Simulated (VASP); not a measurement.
Input of a VASP 6.6.1 run:

Contents of INCAR:

```
PREC     = Accurate       # precision mode
ENCUT    = 520            # plane-wave cutoff, eV
EDIFF    = 1E-6           # SCF threshold, eV
ISMEAR   = 0              # smearing method
SIGMA    = 0.01           # smearing width, eV
LREAL    = F              # projectors in reciprocal space
LASPH    = T              # aspherical terms in the spheres
NELM     = 80             # most SCF steps
ALGO     = Normal         # electronic algorithm
ISIF     = 2              # what is computed and relaxed
LWAVE    = F              # write WAVECAR
LCHARG   = F              # write CHGCAR
GGA      = PS             # functional
NBANDS   = 12             # bands
```

The input KPOINTS:

```
regular mesh
0
Gamma
  8 8 8
```

File POSCAR:

```
LiF
1.0
    2.5162584438      0.0000000000      0.0000000000
    0.0000000000      2.5162584438      0.0000000000
    0.0000000000      0.0000000000      2.5162584438
Li F
1 1
Direct
    0.0000000000      0.0000000000      0.0000000000
    0.5000000000      0.5000000000      0.5000000000
```

Potentials or basis: VASP PAW PBE potentials, release 64 (Li_sv, F).

The run is started by

```console
$ cat potpaw_PBE.64/Li_sv/POTCAR potpaw_PBE.64/F/POTCAR > POTCAR
$ mpirun -np 1 vasp_std > vasp.out
```

Question: What does it give for the band gap on the k mesh?

Answer: 7.81 eV, indirect (least direct gap 8.54 eV).

 PBEsol gaps usually lie below the measured ones, often by a third to a half.
